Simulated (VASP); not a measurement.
Wanted: the native input for a VASP 6.6.1 run.

| Property | Result |
| --- | --- |
| Task | relaxation of cell and atoms |
| Functional | PBE |
| Potentials or basis | VASP PAW PBE potentials, release 64 (Cd, Se, S) |
| Cutoff | 600 eV |
| k mesh | 6 × 6 × 2 |
| Occupations | gaussian, width 0.1 eV |
| Spin | no spin polarisation |
| Dipole correction | no |
| Further INCAR settings | ALGO = Normal; EDIFF = 1e-06; IBRION = 2; EDIFFG = -0.04; NSW = 90; ISIF = 3 |

The structure of Cd3SeS2 lies in POSCAR:

```
Cd3SeS2
1.0
    4.1117991400      0.0000000000      0.0000000000
   -2.0558995700      3.5609225100      0.0000000000
    0.0000000000      0.0000000000     10.0718098200
Cd Se S
3 1 2
Direct
    0.0000000000      0.0000000000      0.0000000000
    0.3333333300      0.6666666700      0.6666666700
    0.6666666700      0.3333333300      0.3333333300
    0.0000000000      0.0000000000      0.2500000000
    0.3333333300      0.6666666700      0.9166666700
    0.6666666700      0.3333333300      0.5833333300
```

The input as run:

INCAR

```
PREC = Accurate ; ENCUT = 600
EDIFF = 1E-6 ; ISMEAR = 0
SIGMA = 0.1 ; LREAL = False
LASPH = True ; NELM = 60
ALGO = Normal ; ISIF = 3
LWAVE = False ; LCHARG = False
GGA = PE ; IBRION = 2
NSW = 90 ; EDIFFG = -0.04
```

KPOINTS

```
regular mesh
0
Gamma
  6 6 2
```

Potentials or basis: VASP PAW PBE potentials, release 64 (Cd, Se, S).

Run with:

```console
$ cat potpaw_PBE.64/Cd/POTCAR potpaw_PBE.64/Se/POTCAR potpaw_PBE.64/S/POTCAR > POTCAR
$ mpirun -np 1 vasp_std > vasp.out
```

Results of the run:

The relaxed volume is 27.32 Å³/atom, the relaxed cell is a = 4.256 Å, b = 4.256 Å, c = 10.450 Å, α = 90.00°, β = 90.00°, γ = 120.00° and the space group after relaxing (to 0.1 Å) is P3m1 (No. 156). The energy gained by relaxing is 66.4 meV/atom. The ionic steps are 8 and the pressure after relaxing is 0.1 GPa. The largest force after relaxing is 0.035 eV/Å and the band gap on the k mesh is 0.66 eV.

Caveat: semilocal functionals underestimate gaps, and a narrow one can read as zero.

Wall time 12 min on 1 thread of Intel Xeon 8259CL, on a shared host, peak memory 0.37 GiB.
